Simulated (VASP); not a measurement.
The system is Pt.

```
Pt
1.0
     0.00000    1.95790    1.95790
     1.95790    0.00000    1.95790
     1.95790    1.95790    0.00000
Pt
1
Cartesian
  0.0000 0.0000 0.0000
```

Base run:

| Item | Value |
| --- | --- |
| Program | VASP 6.6.1 |
| Functional | PBEsol |
| Potentials or basis | VASP PAW PBE potentials, release 64 (Pt) |
| Cutoff | 520 eV |
| k mesh | 18 × 18 × 18 |
| Occupations | fermi-dirac, width 0.03 eV |
| Spin | no spin polarisation |

Its results: band gap on the k mesh zero (band 5 reaches 11.69 eV, above the bottom of band 6 at 9.44 eV); pressure 0.0 GPa.

Problem. The run is repeated on the same cell with these changes: functional from PBEsol to PBE; further incar settings from ALGO = Normal; EDIFF = 1e-07; NBANDS = 11 to ALGO = Normal; EDIFF = 1e-08; NBANDS = 11. What comes out?

Solution. Band gap on the k mesh zero (band 5 reaches 11.86 eV, above the bottom of band 6 at 9.60 eV); pressure 10.9 GPa.

Caveats: spin-orbit coupling is left out, which moves the levels of the heavy elements; the PAW data sets were made with another functional, which shifts forces and pressure a little (some runs).
